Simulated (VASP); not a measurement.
# MgO (so) (Fm-3m) in VASP: single point with PBEsol

Aim: the single point of MgO (so) with PBEsol.

Program: VASP 6.6.1. These are calculated values, not measurements. Logs are shortened: lines on timing, memory, paths and dates and some standing lists are left out, and cuts for length are marked.

### 1 The cell of the first run

The structure is cubic, space group Fm-3m (No. 225). Conventional cell: a = 4.215 Å, b = 4.215 Å, c = 4.215 Å, α = 90.00°, β = 90.00°, γ = 90.00°. Within 2.8 Å of Mg (site symmetry m-3m) lie 6 O at 2.11 Å. Within 2.8 Å of O (site symmetry m-3m) lie 6 Mg at 2.11 Å.

### 2 Single point, PBEsol, non-collinear spin, zero start, spin-orbit coupling

File INCAR:

```
SYSTEM = MgO
ALGO = Normal
EDIFF = 1E-6
ENCUT = 600
GGA = PS
GGA_COMPAT = .False.
ISIF = 2
ISMEAR = 0
LASPH = .True.
LCHARG = .False.
LORBIT = 11
LORBMOM = .True.
LREAL = .False.
LSORBIT = .True.
LWAVE = .False.
MAGMOM = 0 0 0 0 0 0
NBANDS = 20
NELM = 200
PREC = Accurate
SIGMA = 0.01
```

File KPOINTS:

```
k-points
0
Gamma
  8 8 8
  0 0 0
```

File POSCAR:

```
MgO
1.0
    0.0000000000      2.1073780802      2.1073780802
    2.1073780802      0.0000000000      2.1073780802
    2.1073780802      2.1073780802      0.0000000000
Mg O
1 1
Direct
    0.0000000000      0.0000000000      0.0000000000
    0.5000000000      0.5000000000      0.5000000000
```

Potentials or basis: VASP PAW PBE potentials, release 64 (Mg, O).

Started as:

```console
> cat potpaw_PBE.64/Mg/POTCAR potpaw_PBE.64/O/POTCAR > POTCAR
> mpirun -np 1 vasp_ncl > vasp.out
```

OUTCAR:

```text
SYSTEM = MgO
   EDIFF = 1E-6
   ENCUT = 600
   GGA = PS
   ISIF = 2
   ISMEAR = 0
   LASPH = .True.
   LORBIT = 11
   LREAL = .False.
   LSORBIT = .True.
   NELM = 200
   PREC = Accurate

 ion  position               nearest neighbor table
   1  0.000  0.000  0.000-   2 2.11   2 2.11   2 2.11   2 2.11   2 2.11   2 2.11
   2  0.500  0.500  0.500-   1 2.11   1 2.11   1 2.11   1 2.11   1 2.11   1 2.11

  LATTYP: Found a face centered cubic cell.
 ALAT       =     4.2147561604

  Lattice vectors:

 A1 = (   0.0000000000,   2.1073780802,   2.1073780802)
 A2 = (   2.1073780802,   0.0000000000,   2.1073780802)
 A3 = (   2.1073780802,   2.1073780802,   0.0000000000)

Analysis of symmetry for initial positions (statically):
=====================================================================
 Subroutine PRICEL returns:
 Original cell was already a primitive cell.

 Routine SETGRP: Setting up the symmetry group for a
 face centered cubic supercell.

 Subroutine GETGRP returns: Found 48 space group operations
 (whereof 48 operations were pure point group operations)
 out of a pool of 48 trial point group operations.

The static configuration has the point symmetry O_h .

Analysis of symmetry for dynamics (positions and initial velocities):
=====================================================================
 Subroutine PRICEL returns:
 Original cell was already a primitive cell.

 Routine SETGRP: Setting up the symmetry group for a
 face centered cubic supercell.

 Subroutine GETGRP returns: Found 48 space group operations
 (whereof 48 operations were pure point group operations)
 out of a pool of 48 trial point group operations.

The dynamic configuration has the point symmetry O_h .

Analysis of structural, dynamic, and magnetic symmetry:
=====================================================================
 Subroutine PRICEL returns:
 Original cell was already a primitive cell.

 Routine SETGRP: Setting up the symmetry group for a
 face centered cubic supercell.

 Subroutine GETGRP returns: Found 48 space group operations
 (whereof 48 operations were pure point group operations)
 out of a pool of 48 trial point group operations.

The overall configuration has the point symmetry O_h .

 Subroutine INISYM returns: Found 48 space group operations
 (whereof 48 operations are pure point group operations),
 and found     1 'primitive' translations

----------------------------------------------------------------------------------------

                                     Primitive cell

  volume of cell :      18.7179

  direct lattice vectors                    reciprocal lattice vectors
     0.000000000  2.107378080  2.107378080    -0.237261650  0.237261650  0.237261650
     2.107378080  0.000000000  2.107378080     0.237261650 -0.237261650  0.237261650
     2.107378080  2.107378080  0.000000000     0.237261650  0.237261650 -0.237261650

  length of vectors
     2.980282662  2.980282662  2.980282662     0.410949232  0.410949232  0.410949232

  position of ions in fractional coordinates (direct lattice)
     0.000000000  0.000000000  0.000000000
     0.500000000  0.500000000  0.500000000

  ion indices of the primitive-cell ions
   primitive index   ion index
                 1           1
                 2           2

----------------------------------------------------------------------------------------

 KPOINTS: k-points

Automatic generation of k-mesh.
 Grid dimensions read from file:
 generate k-points for:    8    8    8

 Generating k-lattice:

  Cartesian coordinates                     Fractional coordinates (reciprocal lattice)
    -0.029657706  0.029657706  0.029657706     0.125000000  0.000000000  0.000000000
     0.029657706 -0.029657706  0.029657706     0.000000000  0.125000000  0.000000000
     0.029657706  0.029657706 -0.029657706     0.000000000  0.000000000  0.125000000

  Length of vectors
     0.051368654  0.051368654  0.051368654

  Shift w.r.t. Gamma in fractional coordinates (k-lattice)
     0.000000000  0.000000000  0.000000000

 Subroutine IBZKPT returns following result:
 ===========================================

 Found     29 irreducible k-points:

 Following reciprocal coordinates:
            Coordinates               Weight
  0.000000  0.000000  0.000000      1.000000
  0.125000  0.000000  0.000000      8.000000
  0.250000  0.000000  0.000000      8.000000
  0.375000  0.000000  0.000000      8.000000
  0.500000  0.000000  0.000000      4.000000
  0.125000  0.125000  0.000000      6.000000
[... 16 lines left out ...]
  0.500000  0.250000  0.125000     48.000000
 -0.375000  0.250000  0.125000     24.000000
 [... further k-points ...]
   k-points           NKPTS =     29   k-points in BZ     NKDIM =     29   number of bands    NBANDS=     20
   number of dos      NEDOS =    301   number of ions     NIONS =      2
   total plane-waves  NPLWV =  13824
   dimension x,y,z NGX =    24 NGY =   24 NGZ =   24
   dimension x,y,z NGXF=    48 NGYF=   48 NGZF=   48
   ions per type =               1   1
[... 26 lines left out ...]
   EFERMI =   0.00;   METHOD = LEGACY
   ISMEAR =     0;   SIGMA  =   0.01  broadening in eV -4-tet -1-fermi 0-gaus
   EFERMI_NEDOS =   21; number of points for ismear=-14 and -15
   IALGO  =     38    algorithm
   IMIX   =      4    mixing-type and parameters
     AMIX     =   0.40;   BMIX     =  1.00
     AMIX_MAG =   1.60;   BMIX_MAG =  1.00
  volume/ion in A,a.u.               =       9.36        63.16
  Fermi-wavevector in a.u.,A,eV,Ry     =   1.233159  2.330332 20.690119  1.520681
  Thomas-Fermi vector in A             =   2.367900
   LORBIT       =     11    0 simple, 1 ext, 2 COOP (PROOUT), +10 PAW based schemes
   GGA     = PS    functional components
   LHFCALC =     F    Hartree Fock is set to
   AEXX    =    0.0000 exact exchange contribution
   IVDW    =     0    specifies the selected vdW correction
   LEPSILON=     F    determine dielectric tensor
   LRPA    =     F    only Hartree local field effects (RPA)
 Gauss-broadening in eV      SIGMA  =   0.01
  energy-cutoff  :      600.00
  volume of cell :       18.72
 maximum number of plane-waves:      1274
   NGX = 11   NGY = 11   NGZ = 11

 number of electron       8.0000000 magnetization       0.0000000      0.0000000      0.0000000

 number of electron       8.0000005 magnetization      -0.0000000      0.0000000      0.0000000

 number of electron       8.0000005 magnetization       0.0000000     -0.0000000     -0.0000000

 Free energy of the ion-electron system (eV)
  ---------------------------------------------------
  ext. energy  EPLUGINS =         0.00000000
  ---------------------------------------------------
  free energy    TOTEN  =       -12.51548470 eV

  energy without entropy =      -12.51548470  energy(sigma->0) =      -12.51548470

 E-fermi :   3.2157     XC(G=0): -11.3009

 val. band max:        3.0639385383   @ k =   0.0000   0.0000   0.0000
 cond. band min:       7.6680762501   @ k =   0.0000   0.0000   0.0000
 fundamental gap:      4.6041377119
 Fermi energy:         3.2156865101

 k-point     1 :       0.0000    0.0000    0.0000
  band No.  band energies     occupation
      1     -14.1438      1.00000
      2     -14.1438      1.00000
      3       3.0265      1.00000
      4       3.0265      1.00000
      5       3.0639      1.00000
      6       3.0639      1.00000
[... 541 lines left out ...]
     19      24.9518      0.00000
     20      24.9518      0.00000

 [... further k-points ...]

------------------------ aborting loop because EDIFF is reached ----------------------------------------

  FORCE on cell =-STRESS in cart. coord.  units (eV):
  Direction    XX          YY          ZZ          XY          YZ          ZX
  --------------------------------------------------------------------------------------
  -------------------------------------------------------------------------------------
  Total       -0.0988692     -0.0988692     -0.0988692     -0.0000000      0.0000000      0.0000000
  in kB       -8.4628042     -8.4628042     -8.4628042     -0.0000000      0.0000000      0.0000000
  external PRESSURE =      -8.4628042 kB  Pullay stress =       0.0000000 kB

 VOLUME and BASIS-vectors are now :
 -----------------------------------------------------------------------------
  energy-cutoff  :      600.00
  volume of cell :       18.72
      direct lattice vectors                 reciprocal lattice vectors
     0.000000000  2.107378080  2.107378080    -0.237261650  0.237261650  0.237261650
     2.107378080  0.000000000  2.107378080     0.237261650 -0.237261650  0.237261650
     2.107378080  2.107378080  0.000000000     0.237261650  0.237261650 -0.237261650

 POSITION                                       TOTAL-FORCE (eV/Angst)
 -----------------------------------------------------------------------------------
      0.00000      0.00000      0.00000         0.000000      0.000000      0.000000
      2.10738      2.10738      2.10738        -0.000000     -0.000000     -0.000000
 -----------------------------------------------------------------------------------
    total drift:                               -0.000000     -0.000000     -0.000000

  FREE ENERGIE OF THE ION-ELECTRON SYSTEM (eV)
  ---------------------------------------------------
  free  energy   TOTEN  =       -12.5154846958 eV

  energy  without entropy=      -12.5154846958  energy(sigma->0) =      -12.51548470

 orbital moment (x)

 # of ion     p       d       tot
 ----------------------------------------
  1         0.000   0.000   0.000
  2         0.000   0.000   0.000
 ----------------------------------------
            0.000   0.000   0.000

 orbital moment (y)

 # of ion     p       d       tot
 ----------------------------------------
  1         0.000  -0.000  -0.000
  2         0.000   0.000   0.000
 ----------------------------------------
            0.000  -0.000  -0.000

 orbital moment (z)

 # of ion     p       d       tot
 ----------------------------------------
  1         0.000   0.000   0.000
  2        -0.000   0.000  -0.000
 ----------------------------------------
           -0.000   0.000  -0.000

 Spin-Orbit-Coupling matrix elements

 Ion:    1  E_soc:     -0.0000369
 l=   1
     0.0000000    -0.0000061    -0.0000061
    -0.0000061     0.0000000    -0.0000061
    -0.0000061    -0.0000061     0.0000000
 l=   2
     0.0000000     0.0000000     0.0000000     0.0000000    -0.0000000
     0.0000000     0.0000000    -0.0000000     0.0000000    -0.0000000
     0.0000000    -0.0000000     0.0000000    -0.0000000     0.0000000
     0.0000000     0.0000000    -0.0000000     0.0000000    -0.0000000
    -0.0000000    -0.0000000     0.0000000    -0.0000000     0.0000000
 l=   3
     0.0000000     0.0000000     0.0000000     0.0000000     0.0000000     0.0000000     0.0000000
     0.0000000     0.0000000     0.0000000     0.0000000     0.0000000     0.0000000     0.0000000
     0.0000000     0.0000000     0.0000000     0.0000000     0.0000000     0.0000000     0.0000000
     0.0000000     0.0000000     0.0000000     0.0000000     0.0000000     0.0000000     0.0000000
     0.0000000     0.0000000     0.0000000     0.0000000     0.0000000     0.0000000     0.0000000
     0.0000000     0.0000000     0.0000000     0.0000000     0.0000000     0.0000000     0.0000000
     0.0000000     0.0000000     0.0000000     0.0000000     0.0000000     0.0000000     0.0000000

 Ion:    2  E_soc:     -0.0001666
 l=   1
     0.0000000    -0.0000278    -0.0000278
    -0.0000278     0.0000000    -0.0000278
    -0.0000278    -0.0000278     0.0000000
 l=   2
     0.0000000     0.0000000     0.0000000     0.0000000     0.0000000
     0.0000000     0.0000000     0.0000000     0.0000000     0.0000000
     0.0000000     0.0000000     0.0000000     0.0000000     0.0000000
     0.0000000     0.0000000     0.0000000     0.0000000     0.0000000
     0.0000000     0.0000000     0.0000000     0.0000000     0.0000000
 l=   3
     0.0000000     0.0000000     0.0000000     0.0000000     0.0000000     0.0000000     0.0000000
     0.0000000     0.0000000     0.0000000     0.0000000     0.0000000     0.0000000     0.0000000
     0.0000000     0.0000000     0.0000000     0.0000000     0.0000000     0.0000000     0.0000000
     0.0000000     0.0000000     0.0000000     0.0000000     0.0000000     0.0000000     0.0000000
     0.0000000     0.0000000     0.0000000     0.0000000     0.0000000     0.0000000     0.0000000
     0.0000000     0.0000000     0.0000000     0.0000000     0.0000000     0.0000000     0.0000000
     0.0000000     0.0000000     0.0000000     0.0000000     0.0000000     0.0000000     0.0000000

 total charge

# of ion       s       p       d       tot
------------------------------------------
    1        0.150   0.181   0.080   0.410
    2        1.534   3.541   0.000   5.075
--------------------------------------------------
tot          1.683   3.722   0.080   5.485

 magnetization (x)

# of ion       s       p       d       tot
------------------------------------------
    1        0.000   0.000  -0.000  -0.000
    2        0.000   0.000   0.000   0.000
--------------------------------------------------
tot          0.000   0.000  -0.000   0.000

 magnetization (y)

# of ion       s       p       d       tot
------------------------------------------
    1       -0.000   0.000   0.000   0.000
    2        0.000   0.000   0.000   0.000
--------------------------------------------------
tot          0.000   0.000   0.000   0.000

 magnetization (z)

# of ion       s       p       d       tot
------------------------------------------
    1        0.000   0.000   0.000   0.000
    2       -0.000  -0.000   0.000  -0.000
--------------------------------------------------
tot         -0.000   0.000   0.000   0.000
```

It took 22 s on 1 thread of Intel Xeon Platinum 8488C (Sapphire Rapids), shared host; peak memory 0.2 GiB.

Results:

| Item | Value |
| --- | --- |
| Free energy | -12.5155 eV |
| Pressure | -0.8 GPa |
| Net moment | 0.00 μB per cell |
| Valence electrons inside the program's atomic spheres | Mg 0.41; O 5.08 |

Moments on the atoms (μB; x, y, z):
```
Mg  0.00 0.00 0.00
O   0.00 0.00 0.00
```

Caveat: the PAW data sets were made with another functional, which shifts forces and pressure a little.
